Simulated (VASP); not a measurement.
Set up this calculation in VASP 6.6.1, as the native input.

- Task: relaxation of cell and atoms
- Functional: PBE
- Potentials or basis: VASP PAW PBE potentials, release 64 (Zr_sv, Se, S)
- Cutoff: 600 eV
- k mesh: 6 × 6 × 6
- Occupations: gaussian, width 0.1 eV
- Spin: no spin polarisation
- Dipole correction: no
- Further INCAR settings: ALGO = Normal; EDIFF = 1e-06; IBRION = 2; EDIFFG = -0.04; NSW = 90; ISIF = 3

The structure of Zr2SeS2 lies in POSCAR:

```
Zr2SeS2
1.0
    4.9702430300      0.0000000000      0.0000000000
   -2.4851215100      4.3043567300      0.0000000000
    0.0000000000      0.0000000000      3.4608553100
Zr Se S
2 1 2
Direct
    0.3333333300      0.6666666700      0.5000000000
    0.6666666700      0.3333333300      0.5000000000
    0.0000000000      0.0000000000      0.0000000000
    0.3333333300      0.6666666700      0.0000000000
    0.6666666700      0.3333333300      0.0000000000
```

The cell was built from a structure type or drawn by symmetry, and may not be a known phase.

One way to write it, as run:

INCAR

```
PREC = Accurate
ENCUT = 600
EDIFF = 1E-6
ISMEAR = 0
SIGMA = 0.1
LREAL = False
LASPH = True
NELM = 100
ALGO = Normal
ISIF = 3
LWAVE = False
LCHARG = False
GGA = PE
IBRION = 2
NSW = 90
EDIFFG = -0.04
```

KPOINTS

```
regular mesh
0
Gamma
  6 6 6
```

Potentials or basis: VASP PAW PBE potentials, release 64 (Zr_sv, Se, S).

Command:

```console
$ cat potpaw_PBE.64/Zr_sv/POTCAR potpaw_PBE.64/Se/POTCAR potpaw_PBE.64/S/POTCAR > POTCAR
$ mpirun -np 1 vasp_std > vasp.out
```

Results of the run:

```yaml
Relaxed_volume: 25.60 Å³/atom
Relaxed_cell: a = 5.523 Å, b = 5.523 Å, c = 4.846 Å, α = 90.00°, β = 90.00°, γ = 120.00°
Space_group_after_relaxing_to_0.1_Å: P6/mmm (No. 191)
Energy_gained_by_relaxing: 5286.2 meV/atom
Ionic_steps: 13
Pressure_after_relaxing: 0.0 GPa
Band_gap_on_the_k_mesh: zero (bands 21 and 22 overlap by 0.94 eV)
```

Caveat: the volume moved by over 15 % at a fixed basis, so the end points are rough.

Run time: 5.6 min on 1 thread of Intel(R) Xeon(R) 6975P-C (Granite Rapids) (shared host), peak memory 0.24 GiB.
